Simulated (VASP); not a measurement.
# Bi2Te3 (R-3m) in VASP: further runs, part 2 of 2

VASP 6.6.1.

### Step 5. Single point, PBEsol

This run uses another cell than the first one, of 33.58 Å³/atom.

Input file INCAR:

```
  PREC = Accurate
  ENCUT = 520
  EDIFF = 1E-6
  ISMEAR = -1
  SIGMA = 0.05
  LREAL = F
  LASPH = T
  NELM = 60
  ALGO = Normal
  ISIF = 2
  LWAVE = F
  LCHARG = F
  GGA = PS
  NBANDS = 32
```

Input file KPOINTS:

```
regular mesh
0
Gamma
  7 7 7
```

Input file POSCAR:

```
Bi2Te3
1.0
    2.1906778623      1.2647884535     10.1003130746
   -2.1906778623      1.2647884535     10.1003130746
    0.0000000000     -2.5295769070     10.1003130746
Bi Te
2 3
Direct
    0.6001292315      0.6001292315      0.6001292315
    0.3998707685      0.3998707685      0.3998707685
    0.7900964948      0.7900964948      0.7900964948
    0.2099035052      0.2099035052      0.2099035052
    0.0000000000      0.0000000000      0.0000000000
```

Potentials or basis: VASP PAW PBE potentials, release 64 (Bi_d, Te).

Started as:

```
> cat potpaw_PBE.64/Bi_d/POTCAR potpaw_PBE.64/Te/POTCAR > POTCAR
> mpirun -np 1 vasp_std > vasp.out
```

OUTCAR:

```text
PREC = Accurate
   ENCUT = 520
   EDIFF = 1E-6
   ISMEAR = -1
   LREAL = F
   LASPH = T
   NELM = 60
   ISIF = 2
   GGA = PS

 ion  position               nearest neighbor table
   1  0.600  0.600  0.600-   4 3.06   4 3.06   4 3.06   5 3.23   5 3.23   5 3.23
   2  0.400  0.400  0.400-   3 3.06   3 3.06   3 3.06   5 3.23   5 3.23   5 3.23
   3  0.790  0.790  0.790-   2 3.06   2 3.06   2 3.06   4 3.64   4 3.64   4 3.64
   4  0.210  0.210  0.210-   1 3.06   1 3.06   1 3.06   3 3.64   3 3.64   3 3.64
   5  0.000  0.000  0.000-   1 3.23   2 3.23   1 3.23   1 3.23   2 3.23   2 3.23

  LATTYP: Found a trigonal (rhomboedric) cell.
 ALAT       =    10.4122564093
 COS(alpha) =     0.9114686012

  Lattice vectors:

 A1 = (   2.1906778623,   1.2647884535,  10.1003130746)
 A2 = (  -2.1906778623,   1.2647884535,  10.1003130746)
 A3 = (   0.0000000000,  -2.5295769070,  10.1003130746)

Analysis of symmetry for initial positions (statically):
=====================================================================
 Subroutine PRICEL returns:
 Original cell was already a primitive cell.

 Routine SETGRP: Setting up the symmetry group for a
 trigonal (rhombohedral) supercell.

 Subroutine GETGRP returns: Found 12 space group operations
 (whereof 12 operations were pure point group operations)
 out of a pool of 12 trial point group operations.

The static configuration has the point symmetry D_3d.

Analysis of symmetry for dynamics (positions and initial velocities):
=====================================================================
 Subroutine PRICEL returns:
 Original cell was already a primitive cell.

 Routine SETGRP: Setting up the symmetry group for a
 trigonal (rhombohedral) supercell.

 Subroutine GETGRP returns: Found 12 space group operations
 (whereof 12 operations were pure point group operations)
 out of a pool of 12 trial point group operations.

The dynamic configuration has the point symmetry D_3d.

 Subroutine INISYM returns: Found 12 space group operations
 (whereof 12 operations are pure point group operations),
 and found     1 'primitive' translations

----------------------------------------------------------------------------------------

                                     Primitive cell

  volume of cell :     167.9123

  direct lattice vectors                    reciprocal lattice vectors
     2.190677862  1.264788454 10.100313075     0.228239856  0.131774342  0.033002277
    -2.190677862  1.264788454 10.100313075    -0.228239856  0.131774342  0.033002277
     0.000000000 -2.529576907 10.100313075     0.000000000 -0.263548685  0.033002277

  length of vectors
    10.412256409 10.412256409 10.412256409     0.265606964  0.265606964  0.265606964

  position of ions in fractional coordinates (direct lattice)
     0.600129231  0.600129231  0.600129231
     0.399870769  0.399870769  0.399870769
     0.790096495  0.790096495  0.790096495
     0.209903505  0.209903505  0.209903505
     0.000000000  0.000000000  0.000000000

  ion indices of the primitive-cell ions
   primitive index   ion index
                 1           1
                 2           2
                 3           3
                 4           4
                 5           5

----------------------------------------------------------------------------------------

 KPOINTS: regular mesh

Automatic generation of k-mesh.
 Grid dimensions read from file:
 generate k-points for:    7    7    7

 Generating k-lattice:

  Cartesian coordinates                     Fractional coordinates (reciprocal lattice)
     0.032605694  0.018824906  0.004714611     0.142857143  0.000000000  0.000000000
    -0.032605694  0.018824906  0.004714611     0.000000000  0.142857143  0.000000000
     0.000000000 -0.037649812  0.004714611     0.000000000  0.000000000  0.142857143

  Length of vectors
     0.037943852  0.037943852  0.037943852

  Shift w.r.t. Gamma in fractional coordinates (k-lattice)
     0.000000000  0.000000000  0.000000000

 Subroutine IBZKPT returns following result:
 ===========================================

 Found     44 irreducible k-points:

 Following reciprocal coordinates:
            Coordinates               Weight
  0.000000  0.000000  0.000000      1.000000
  0.142857  0.000000  0.000000      6.000000
  0.285714  0.000000  0.000000      6.000000
  0.428571 -0.000000  0.000000      6.000000
  0.142857  0.142857  0.000000      6.000000
  0.285714  0.142857  0.000000     12.000000
[... 16 lines left out ...]
  0.285714  0.285714  0.142857      6.000000
  0.428571  0.285714  0.142857     12.000000
 [... further k-points ...]
   k-points           NKPTS =     44   k-points in BZ     NKDIM =     44   number of bands    NBANDS=     32
   number of dos      NEDOS =    301   number of ions     NIONS =      5
   total plane-waves  NPLWV = 512000
   dimension x,y,z NGX =    80 NGY =   80 NGZ =   80
   dimension x,y,z NGXF=   160 NGYF=  160 NGZF=  160
   ions per type =               2   3
   NGX,Y,Z   is equivalent  to a cutoff of  12.77, 12.77, 12.77 a.u.
   NGXF,Y,Z  is equivalent  to a cutoff of  25.55, 25.55, 25.55 a.u.
 SYSTEM =  unknown system
   PREC   = accura    normal or accurate (medium, high low for compatibility)
   ISTART =      0    job   : 0-new  1-cont  2-samecut
   ICHARG =      2    charge: 1-file 2-atom 10-const
   ISPIN  =      1    spin polarized calculation?
   LNONCOLLINEAR =      F non collinear calculations
   LSORBIT =      F    spin-orbit coupling
   LASPH  =      T    aspherical Exc in radial PAW
   ENCUT  =  520.0 eV  38.22 Ry    6.18 a.u.  19.36 19.36 19.36*2*pi/ulx,y,z
   NELM   =     60;   NELMIN=  2; NELMDL= -5     # of ELM steps
   EDIFF  = 0.1E-05   stopping-criterion for ELM
   LREAL  =      F    real-space projection
   EDIFFG = 0.1E-04   stopping-criterion for IOM
   NSW    =      0    number of steps for IOM
   IBRION =     -1    ionic relax: 0-MD 1-quasi-New 2-CG
   NFREE  =      0    steps in history (QN), initial steepest desc. (CG)
   ISIF   =      2    stress and relaxation
   ISYM   =      2    0-nonsym 1-usesym 2-fastsym
   POTIM  = 0.5000    time-step for ionic-motion
   TEBEG  =    0.0;   TEEND  =   0.0 temperature during run
   PSTRESS=    0.0 pullay stress
   NELECT =      48.0000    total number of electrons
   NUPDOWN=      -1.0000    fix difference up-down
   EMIN   =  10.00;   EMAX   =-10.00  energy-range for DOS
   EFERMI =   0.00;   METHOD = LEGACY
   ISMEAR =    -1;   SIGMA  =   0.05  broadening in eV -4-tet -1-fermi 0-gaus
   EFERMI_NEDOS =   21; number of points for ismear=-14 and -15
   IALGO  =     38    algorithm
   IMIX   =      4    mixing-type and parameters
     AMIX     =   0.40;   BMIX     =  1.00
     AMIX_MAG =   1.60;   BMIX_MAG =  1.00
  volume/ion in A,a.u.               =      33.58       226.63
  Fermi-wavevector in a.u.,A,eV,Ry     =   1.078436  2.037949 15.823907  1.163024
  Thomas-Fermi vector in A             =   2.214375
   LORBIT       =      0    0 simple, 1 ext, 2 COOP (PROOUT), +10 PAW based schemes
   GGA     = PS    functional components
   LHFCALC =     F    Hartree Fock is set to
   AEXX    =    0.0000 exact exchange contribution
   IVDW    =     0    specifies the selected vdW correction
   LEPSILON=     F    determine dielectric tensor
   LRPA    =     F    only Hartree local field effects (RPA)
 non-spin polarized calculation
  energy-cutoff  :      520.00
  volume of cell :      167.91
 maximum number of plane-waves:      4540
 NGX is ok and might be reduce to    80
   NGX = 39   NGY = 39   NGZ = 39

 number of electron      48.0000006 magnetization

 Free energy of the ion-electron system (eV)
  ---------------------------------------------------
  ext. energy  EPLUGINS =         0.00000000
  ---------------------------------------------------
  free energy    TOTEN  =       -20.29671479 eV

  energy without entropy =      -20.29642653  energy(sigma->0) =      -20.29657066

 E-fermi :   6.2686     XC(G=0):  -9.5270

 val. band max:        6.1627229317   @ k =   0.0000   0.0000   0.0000
 cond. band min:       6.3678934216   @ k =   0.0000   0.0000   0.0000
 fundamental gap:      0.2051704900
 Fermi energy:         6.2685964622

 k-point     1 :       0.0000    0.0000    0.0000
  band No.  band energies     occupation
      1     -16.9502      2.00000
      2     -16.9502      2.00000
      3     -16.9485      2.00000
      4     -16.9485      2.00000
      5     -16.9401      2.00000
      6     -16.9386      2.00000
[... 829 lines left out ...]
     31      10.4962      0.00000
     32      10.5541      0.00000

 [... further k-points ...]
[... 5 lines left out ...]
  --------------------------------------------------------------------------------------
  -------------------------------------------------------------------------------------
  Total        0.0043753      0.0043753     -0.0121764      0.0000000      0.0000000      0.0000000
  in kB        0.0417484      0.0417484     -0.1161843      0.0000000      0.0000000      0.0000000
  external PRESSURE =      -0.0108958 kB  Pullay stress =       0.0000000 kB

 VOLUME and BASIS-vectors are now :
 -----------------------------------------------------------------------------
  energy-cutoff  :      520.00
  volume of cell :      167.91
      direct lattice vectors                 reciprocal lattice vectors
     2.190677862  1.264788454 10.100313075     0.228239856  0.131774342  0.033002277
    -2.190677862  1.264788454 10.100313075    -0.228239856  0.131774342  0.033002277
     0.000000000 -2.529576907 10.100313075     0.000000000 -0.263548685  0.033002277

 POSITION                                       TOTAL-FORCE (eV/Angst)
 -----------------------------------------------------------------------------------
      0.00000      0.00000     18.18448         0.000000     -0.000000      0.011217
      0.00000      0.00000     12.11646         0.000000      0.000000     -0.011217
      0.00000      0.00000     23.94067         0.000000      0.000000      0.019868
      0.00000      0.00000      6.36027         0.000000     -0.000000     -0.019868
      0.00000      0.00000      0.00000         0.000000      0.000000      0.000000
 -----------------------------------------------------------------------------------
    total drift:                                0.000000      0.000000      0.000000

  FREE ENERGIE OF THE ION-ELECTRON SYSTEM (eV)
  ---------------------------------------------------
  free  energy   TOTEN  =       -20.2967147872 eV

  energy  without entropy=      -20.2964265257  energy(sigma->0) =      -20.29657066
```

OSZICAR:

```text
N       E                     dE             d eps       ncg     rms          rms(c)
DAV:   1     0.432776096266E+03    0.43278E+03   -0.21678E+04  2816   0.146E+03
DAV:   2     0.262462836616E+02   -0.40653E+03   -0.39086E+03  2928   0.379E+02
DAV:   3    -0.186134752073E+02   -0.44860E+02   -0.42606E+02  3648   0.137E+02
DAV:   4    -0.204768075451E+02   -0.18633E+01   -0.18560E+01  3200   0.297E+01
DAV:   5    -0.205632794855E+02   -0.86472E-01   -0.86466E-01  4112   0.645E+00    0.790E+00
DAV:   6    -0.202986769376E+02    0.26460E+00   -0.32185E-01  3832   0.454E+00    0.572E+00
DAV:   7    -0.202990531174E+02   -0.37618E-03   -0.20306E-01  3560   0.207E+00    0.959E-01
DAV:   8    -0.202970908094E+02    0.19623E-02   -0.28127E-02  3184   0.101E+00    0.518E-01
DAV:   9    -0.202966064460E+02    0.48436E-03   -0.30565E-03  3400   0.370E-01    0.332E-01
DAV:  10    -0.202967125170E+02   -0.10607E-03   -0.77703E-04  3080   0.149E-01    0.615E-02
DAV:  11    -0.202967128099E+02   -0.29291E-06   -0.45614E-05  3384   0.468E-02    0.282E-02
DAV:  12    -0.202967155564E+02   -0.27465E-05   -0.22017E-05  3168   0.192E-02    0.202E-02
DAV:  13    -0.202967147872E+02    0.76924E-06   -0.17349E-06  2376   0.728E-03
   1 F= -.20296715E+02 E0= -.20296571E+02  d E =-.288262E-03
```

stdout:

```text
POSCAR found type information on POSCAR BiTe
 POSCAR found :  2 types and       5 ions
 scaLAPACK will be used
 -----------------------------------------------------------------------------
|                                                                             |
|                                                                             |
|     You enforced a specific xc type in the INCAR file but a different       |
|     I HOPE YOU KNOW WHAT YOU ARE DOING!                                     |
|                                                                             |
 -----------------------------------------------------------------------------

 LDA part: xc-table for (Slater+PW92), standard interpolation
 POSCAR, INCAR and KPOINTS ok, starting setup
 FFT: planning ... GRIDC
 FFT: planning ... GRID_SOFT
 FFT: planning ... GRID
 WAVECAR not read
 entering main loop
```

Wall time 23 min (1 thread of AMD EPYC 7R43 (Zen 3), shared host); peak memory 0.95 GiB.

Results:

* Free energy: -20.2967 eV
* Pressure: 0.0 GPa
* Largest force: 0.020 eV/Å
* Band gap on the k mesh: 0.21 eV

Forces in eV/Å, atoms in the order of the input:
```
Bi   0.000  0.000  0.011
Bi   0.000  0.000 -0.011
Te   0.000  0.000  0.020
Te   0.000  0.000 -0.020
Te   0.000  0.000  0.000
```

Caveat: the PAW data sets were made with another functional, which shifts forces and pressure a little; spin-orbit coupling is left out, which moves the levels of the heavy elements.

### Step 6. Overview

| level | potentials or basis | cell | gap on the mesh (eV) | pressure (GPa) | largest force (eV/Å) |
| --- | --- | --- | --- | --- | --- |
| LDA | VASP PAW LDA potentials, release 64 (Bi_d, Te) | a = 10.476 Å, angles 24.2°, 5 atoms, atomic positions A | 0.20 | -1.7 | 0.15 |
| LDA | VASP PAW LDA potentials, release 64 (Bi_d, Te) | a = 10.546 Å, angles 24.2°, 5 atoms, atomic positions A | 0.21 | -2.6 | 0.27 |
| LDA | VASP PAW LDA potentials, release 64 (Bi_d, Te) | a = 10.614 Å, angles 24.2°, 5 atoms, atomic positions A | 0.22 | -3.4 | 0.38 |
| PBEsol | VASP PAW PBE potentials, release 64 (Bi_d, Te) | a = 10.412 Å, angles 24.3°, 5 atoms, atomic positions B | 0.21 | 0.0 | 0.02 |

Alike in all rows: task single point; no spin polarisation; k mesh 7 × 7 × 7; cutoff (eV) 520; smearing fermi-dirac 0.05 eV.

Caveats: spin-orbit coupling is left out, which moves the levels of the heavy elements; the cell stands under tension (at least some runs); the PAW data sets were made with another functional, which shifts forces and pressure a little (at least some runs).

Absolute energies hang on the potentials; compare differences alone.

### Step 7. Against experiment

Step 5. A measured gap of Bi2Te3 is 0.17 eV (quoted in “Vacancy and Antisite-Induced Ferromagnetism in Liquid-Phase Exfoliated Bi2Te3”, 2024, arxiv:2412.10539); the calculated 0.21 eV misses it by +0.04 eV. Spin-orbit coupling on Bi, Te is left out. The value is that of PBEsol on a finite k mesh, which can miss the band edges, without temperature or zero-point motion.
